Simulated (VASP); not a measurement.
Crystal: Mo.

```
Mo
1.0
     2.56293    0.00000    0.00000
     0.00000    2.56293    0.00000
     0.00000    0.00000    2.56293
Mo
1
Cartesian
  0.0000 0.0000 0.0000
```

```yaml
Program: VASP 6.6.1
Task: relaxation of cell and atoms
Functional: PBE
Potentials_or_basis: VASP PAW PBE potentials, release 64 (Mo_sv)
Cutoff: 600 eV
k_mesh: 12 × 12 × 12
Occupations: fermi-dirac, width 0.1 eV
Spin: no spin polarisation
```

At the start: pressure 10.5 GPa; volume 16.83 Å³/atom.

Task: How do energy, volume and symmetry change on relaxing?

Result: Over 4 steps the energy falls by 27.0 meV/atom and the volume is 17.70 Å³/atom (+5.1 %); space group Pm-3m (No. 221, to 0.05 Å).

Step by step:
| step | energy change (eV) | largest force (eV/Å) | pressure (GPa) | volume (Å³) |
| --- | --- | --- | --- | --- |
| 1 | 0.0000 | 0.0000 | 10.50 | 16.83 |
| 2 | 0.0823 | 0.0000 | -16.16 | 19.67 |
| 3 | -0.0270 | 0.0000 | -0.29 | 17.72 |
| 4 | -0.0270 | 0.0000 | -0.06 | 17.70 |

Final structure:
```
CELL_PARAMETERS angstrom
2.60603 0.00000 0.00000
0.00000 2.60603 0.00000
0.00000 0.00000 2.60603
ATOMIC_POSITIONS crystal
Mo 0.00000 0.00000 0.00000
```
